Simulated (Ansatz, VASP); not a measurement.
Two plane-wave programs on Zn16TeS15

```xyz
32
Lattice="7.6454 0.0000 0.0000 -3.8227 6.6211 0.0000 0.0000 0.0000 12.5200" Properties=species:S:1:pos:R:3 pbc="T T T"
Zn    0.0000   -0.0045   -0.0326
Zn   -1.9152    3.3128   -0.0326
Zn    3.8227    0.0000    0.0172
Zn    1.9152    3.3128   -0.0326
Zn    0.0000   -0.1562    6.3533
Zn   -2.0466    3.3886    6.3533
Zn    3.8227    0.0000    6.2604
Zn    2.0466    3.3886    6.3533
Zn    0.0000    2.2070    2.8983
Zn   -1.9175    5.5140    3.1228
Zn    3.8227    2.2142    3.1228
Zn    1.9175    5.5140    3.1228
Zn    1.9206    1.0982    9.3950
Zn    0.0000    4.4248    9.3950
Zn    5.7248    1.0982    9.3950
Zn    3.8227    4.4141    9.4588
S     0.0000   -0.0321    2.2876
S    -1.9391    3.3266    2.2876
S     3.8227    0.0000    2.3584
S     1.9391    3.3266    2.2876
S     0.0000   -0.0224    8.6661
S    -1.9308    3.3218    8.6661
S     3.8227    0.0000    8.5953
S     1.9308    3.3218    8.6661
S    -1.9080    5.5195    5.4715
S     3.8227    2.2032    5.4715
S     1.9080    5.5195    5.4715
S     1.9177    1.0998   11.7365
S     0.0000    4.4214   11.7365
S     5.7277    1.0998   11.7365
S     3.8227    4.4141   11.7574
Te    0.0000    2.2070    5.4535
```

Alike in both runs: functional PBE; k mesh 3 × 3 × 2; occupations fermi-dirac, width 0.01 eV; no spin polarisation.

Ansatz relaxed the structure, and its values are those at the end. VASP's run is a single point on that final structure, the one shown.

|  | VASP | Ansatz |
| --- | --- | --- |
| version | VASP 6.6.1 | Ansatz 0.2.0 |
| potentials or method | VASP PAW PBE potentials, release 64 (Zn, S, Te) | plane-wave PAW, scalar-relativistic |
| plane-wave cutoff (eV) | 520 | 420 |
| valence electrons in the cell | 288 | 298 |

|  | VASP | Ansatz | Ansatz less VASP |
| --- | --- | --- | --- |
| gap on the k mesh at the Fermi level (eV) | 1.72 | 1.72 | 0.000 |
| pressure (GPa) | 3.4 | 3.3 | -0.18 |
| rms of the force components (eV/Å) | 0.003 | 0.003 | -0.0008 |

VASP's potentials hold 288 valence electrons a cell and Ansatz's 298, so a difference there can come from the potentials and not from the codes. Ansatz's warnings: stress scf threshold loose.

Neither program's run includes spin-orbit coupling.
